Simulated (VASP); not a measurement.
# BN (R3m) in VASP: single point with PBE0

Aim: the single point of BN with PBE0.

All numbers are computed with VASP 6.6.1; they aren't measurements. Logs are shortened: lines on timing, memory, paths and dates and some standing lists are left out, and cuts for length are marked.

## 1. The cell of the first run

The structure is trigonal, space group R3m (No. 160). The conventional cell has a = 2.500 Å, b = 2.500 Å, c = 9.760 Å, α = 90.00°, β = 90.00°, γ = 120.00°. B (site symmetry 3m) has 3 N at 1.44 Å within 1.9 Å. Within 1.9 Å of N (site symmetry 3m) lie 3 B at 1.44 Å.

## 2. Single point, PBE0

POSCAR

```
BN
1.0
    1.2501241101      0.7217594915      3.2533304057
   -1.2501241101      0.7217594915      3.2533304057
    0.0000000000     -1.4435189830      3.2533304057
B N
1 1
Direct
    0.9996880830      0.9996880830      0.9996880830
    0.3327449170      0.3327449170      0.3327449170
```

INCAR.step1

```
SYSTEM = BN
PREC = Accurate ; ENCUT = 520
EDIFF = 1E-5 ; ISMEAR = 0
SIGMA = 0.01 ; LREAL = .False.
LASPH = .True. ; NELM = 60
ALGO = Normal ; ISIF = 2
LWAVE = .True. ; LCHARG = .False.
GGA = PE ; NBANDS = 11
```

INCAR.step2

```
SYSTEM = BN
PREC = Accurate ; ENCUT = 520
EDIFF = 1E-6 ; ISMEAR = 0
SIGMA = 0.01 ; LREAL = .False.
LASPH = .True. ; NELM = 60
ALGO = Normal ; ISIF = 2
LWAVE = .False. ; LCHARG = .False.
GGA = PE ; LHFCALC = .True.
AEXX = 0.25 ; PRECFOCK = Normal
ISTART = 1 ; NBANDS = 11
```

KPOINTS

```
Automatic mesh
0
Gamma
  8 8 8
  0 0 0
```

Potentials or basis: VASP PAW PBE potentials, release 64 (B, N).

Command:

```bash
cat potpaw_PBE.64/B/POTCAR potpaw_PBE.64/N/POTCAR > POTCAR
cp INCAR.step1 INCAR
mpirun -np 1 vasp_std > vasp.out
cp INCAR.step2 INCAR
mpirun -np 1 vasp_std > vasp.out
```

OUTCAR:

```text
SYSTEM = BN
   PREC = Accurate
   ENCUT = 520
   EDIFF = 1E-6
   ISMEAR = 0
   LREAL = .False.
   LASPH = .True.
   NELM = 60
   ISIF = 2
   GGA = PE
   LHFCALC = .True.
   AEXX = 0.25
   PRECFOCK = Normal
   ISTART = 1

 ion  position               nearest neighbor table
   1  1.000  1.000  1.000-   2 1.44   2 1.44   2 1.44
   2  0.333  0.333  0.333-   1 1.44   1 1.44   1 1.44

  LATTYP: Found a trigonal (rhomboedric) cell.
 ALAT       =     3.5592001606
 COS(alpha) =     0.7532646173

  Lattice vectors:

 A1 = (   1.2501241101,   0.7217594915,   3.2533304057)
 A2 = (  -1.2501241101,   0.7217594915,   3.2533304057)
 A3 = (   0.0000000000,  -1.4435189830,   3.2533304057)

Analysis of symmetry for initial positions (statically):
=====================================================================
 Subroutine PRICEL returns:
 Original cell was already a primitive cell.

 Routine SETGRP: Setting up the symmetry group for a
 trigonal (rhombohedral) supercell.

 Subroutine GETGRP returns: Found  6 space group operations
 (whereof  6 operations were pure point group operations)
 out of a pool of 12 trial point group operations.

The static configuration has the point symmetry C_3v.

Analysis of symmetry for dynamics (positions and initial velocities):
=====================================================================
 Subroutine PRICEL returns:
 Original cell was already a primitive cell.

 Routine SETGRP: Setting up the symmetry group for a
 trigonal (rhombohedral) supercell.

 Subroutine GETGRP returns: Found  6 space group operations
 (whereof  6 operations were pure point group operations)
 out of a pool of 12 trial point group operations.

The dynamic configuration has the point symmetry C_3v.

 Subroutine INISYM returns: Found  6 space group operations
 (whereof  6 operations are pure point group operations),
 and found     1 'primitive' translations

----------------------------------------------------------------------------------------

                                     Primitive cell

  volume of cell :      17.6127

  direct lattice vectors                    reciprocal lattice vectors
     1.250124110  0.721759491  3.253330406     0.399960289  0.230917180  0.102459109
    -1.250124110  0.721759491  3.253330406    -0.399960289  0.230917180  0.102459109
     0.000000000 -1.443518983  3.253330406     0.000000000 -0.461834361  0.102459109

  length of vectors
     3.559200161  3.559200161  3.559200161     0.473063258  0.473063258  0.473063258

  position of ions in fractional coordinates (direct lattice)
[... 99 lines left out ...]
     AMIX_MAG =   1.60;   BMIX_MAG =  1.00
  volume/ion in A,a.u.               =       8.81        59.43
  Fermi-wavevector in a.u.,A,eV,Ry     =   1.258432  2.378092 21.546887  1.583651
  Thomas-Fermi vector in A             =   2.392042
   LORBIT       =      0    0 simple, 1 ext, 2 COOP (PROOUT), +10 PAW based schemes
   GGA     = PE    functional components
   LHFCALC =     T    Hartree Fock is set to
   PRECFOCK=normal    Normal, Fast or Accurate (Low or Medium for compatibility)
   ENCUT4O =  -1.0   cutoff for four orbital integrals eV
   NKREDX  =     1    reduce k-point grid by
   NKREDY  =     1    reduce k-point grid by
   NKREDZ  =     1    reduce k-point grid by
   AEXX    =    0.2500 exact exchange contribution
   HFSCREEN=    0.0000 screening length (either q_TF or 0.3 A-1)
   HFSCREENC=   0.0000 screening length for correlation (either q_TF or 0.3 A-1)
   ENCUTFOCK=  -1.0 apply spherical cutoff to Coloumb kernel
   IVDW    =     0    specifies the selected vdW correction
   LEPSILON=     F    determine dielectric tensor
   LRPA    =     F    only Hartree local field effects (RPA)
 non-spin polarized calculation
 Gauss-broadening in eV      SIGMA  =   0.01
  energy-cutoff  :      520.00
  volume of cell :       17.61
 maximum number of plane-waves:       499
 NGX is ok and might be reduce to    28
  NGX = 20; NGY = 20; NGZ = 20

 number of electron       8.0000001 magnetization

 Free energy of the ion-electron system (eV)
  ---------------------------------------------------
  ext. energy  EPLUGINS =         0.00000000
  ---------------------------------------------------
  free energy    TOTEN  =       -21.33659464 eV

  energy without entropy =      -21.33659464  energy(sigma->0) =      -21.33659464

 E-fermi :   1.3577     XC(G=0):  -8.0575

 val. band max:        1.2572257122   @ k =  -0.1250   0.5000   0.1250
 cond. band min:       7.4593620317   @ k =   0.5000   0.5000   0.0000
 fundamental gap:      6.2021363195
 Fermi energy:         1.3576809502

 k-point     1 :       0.0000    0.0000    0.0000
  band No.  band energies     occupation
      1     -18.4381      2.00000
      2      -3.1621      2.00000
      3      -0.2965      2.00000
      4      -0.2965      2.00000
      5       8.5340      0.00000
      6      15.4861      0.00000
      7      15.4861      0.00000
      8      17.5157      0.00000
      9      18.8474      0.00000
     10      29.8887      0.00000
     11      32.6808      0.00000
[... 309 lines left out ...]
 k-point    24 :       0.3750    0.1250    0.1250
  band No.  band energies     occupation
      1     -17.0448      2.00000
      2      -4.4964      2.00000
      3      -2.5124      2.00000
      4      -2.0357      2.00000
      5      11.6018      0.00000
      6      14.3182      0.00000
      7      15.4560      0.00000
      8      20.2842      0.00000
      9      21.1656      0.00000
     10      25.9332      0.00000
     11      27.2768      0.00000

 [... further k-points ...]

------------------------ aborting loop because EDIFF is reached ----------------------------------------

  FORCE on cell =-STRESS in cart. coord.  units (eV):
  Direction    XX          YY          ZZ          XY          YZ          ZX
  --------------------------------------------------------------------------------------
  -------------------------------------------------------------------------------------
  Total       -0.2035993     -0.2035993      0.2967744      0.0000000     -0.0000000      0.0000000
  in kB      -18.5208888    -18.5208888     26.9967791      0.0000000     -0.0000000      0.0000000
  external PRESSURE =      -3.3483328 kB  Pullay stress =       0.0000000 kB

 VOLUME and BASIS-vectors are now :
 -----------------------------------------------------------------------------
  energy-cutoff  :      520.00
  volume of cell :       17.61
      direct lattice vectors                 reciprocal lattice vectors
     1.250124110  0.721759491  3.253330406     0.399960289  0.230917180  0.102459109
    -1.250124110  0.721759491  3.253330406    -0.399960289  0.230917180  0.102459109
     0.000000000 -1.443518983  3.253330406     0.000000000 -0.461834361  0.102459109

 POSITION                                       TOTAL-FORCE (eV/Angst)
 -----------------------------------------------------------------------------------
      0.00000      0.00000      9.75695         0.000000      0.000000      0.004243
      0.00000      0.00000      3.24759         0.000000     -0.000000     -0.004243
 -----------------------------------------------------------------------------------
    total drift:                                0.000000      0.000000      0.000017

  FREE ENERGIE OF THE ION-ELECTRON SYSTEM (eV)
  ---------------------------------------------------
  free  energy   TOTEN  =       -21.3365946368 eV

  energy  without entropy=      -21.3365946368  energy(sigma->0) =      -21.33659464
```

OUTCAR.step1:

```text
SYSTEM = BN
   PREC = Accurate
   ENCUT = 520
   EDIFF = 1E-5
   ISMEAR = 0
   LREAL = .False.
   LASPH = .True.
[... 559 lines left out ...]
      0.00000      0.00000      9.75695         0.000000      0.000000      0.008308
      0.00000      0.00000      3.24759         0.000000     -0.000000     -0.008308
 -----------------------------------------------------------------------------------
    total drift:                                0.000000     -0.000000      0.000021

  FREE ENERGIE OF THE ION-ELECTRON SYSTEM (eV)
  ---------------------------------------------------
  free  energy   TOTEN  =       -17.5680291671 eV

  energy  without entropy=      -17.5680291671  energy(sigma->0) =      -17.56802917
```

Run time: 1.7 h. Hardware: 1 thread of Intel Xeon 8259CL, shared host; peak memory 0.17 GiB.

Results:

```
Free energy            : -21.3366 eV
Pressure               : -0.3 GPa
Largest force          : 0.004 eV/Å
Band gap on the k mesh : 6.20 eV (least direct gap 7.11 eV)
```

Forces on the atoms (eV/Å):
```
B    0.000  0.000  0.004
N    0.000  0.000 -0.004
```

Levels at points of the mesh, in eV from the valence-band top:
| k point | band 1 | band 2 | band 3 | band 4 | band 5 | band 6 | band 7 | band 8 |
| --- | --- | --- | --- | --- | --- | --- | --- | --- |
| (0.00, 0.00, 0.00) | -19.70 | -4.42 | -1.55 | -1.55 | 7.28 | 14.23 | 14.23 | 16.26 |
| (0.50, 0.00, 0.00) | -16.20 | -9.94 | -4.58 | -0.61 | 7.50 | 12.37 | 15.52 | 17.67 |
| (0.50, 0.50, 0.00) | -16.10 | -9.77 | -4.66 | -1.38 | 6.20 | 12.24 | 16.95 | 20.67 |
| (0.50, 0.50, 0.50) | -19.33 | -6.96 | -1.58 | -1.58 | 13.04 | 14.12 | 14.12 | 15.10 |

Caveat: the PAW data sets were made with another functional, which shifts forces and pressure a little. A k mesh can miss the band edges.
